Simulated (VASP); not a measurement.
Here is a VASP 6.6.1 calculation.

The input POSCAR:

```
W
1.0
   -1.5827557223      1.5827557223      1.5827557223
    1.5827557223     -1.5827557223      1.5827557223
    1.5827557223      1.5827557223     -1.5827557223
W
1
Direct
    0.0000000000      0.0000000000      0.0000000000
```

The input INCAR.step1:

```
PREC = Accurate
ENCUT = 520
ISMEAR = -1
SIGMA = 0.1
LREAL = False
LASPH = True
NELM = 100
NBANDS = 13
GGA = PE
ALGO = Normal
EDIFF = 1E-4
LWAVE = True
LCHARG = False
```

File INCAR.step2:

```
PREC = Accurate
ENCUT = 520
EDIFF = 1E-6
ISMEAR = -1
SIGMA = 0.1
LREAL = False
LASPH = True
NELM = 100
ALGO = Normal
ISIF = 2
LWAVE = False
LCHARG = True
METAGGA = R2SCAN
LMIXTAU = True
LELF = True
LVHAR = True
NBANDS = 13
ISTART = 1
```

The input KPOINTS:

```
Automatic mesh
0
Gamma
  24 24 24
```

Potentials or basis: VASP PAW PBE potentials, release 64 (W_sv).

Run with:

```sh
$ cat potpaw_PBE.64/W_sv/POTCAR > POTCAR
$ cp INCAR.step1 INCAR
$ mpirun -np 1 vasp_std > vasp.out
$ cp INCAR.step2 INCAR
$ mpirun -np 1 vasp_std > vasp.out
```

Task: What does it give for the band gap on the k mesh?

Result: Zero (bands 7 and 8 overlap by 6.62 eV).

Task: Predict the pressure.

Result: 2.2 GPa.

Caveat: the PAW data sets were made with another functional, which shifts forces and pressure a little; spin-orbit coupling is left out, which moves the levels of the heavy elements.
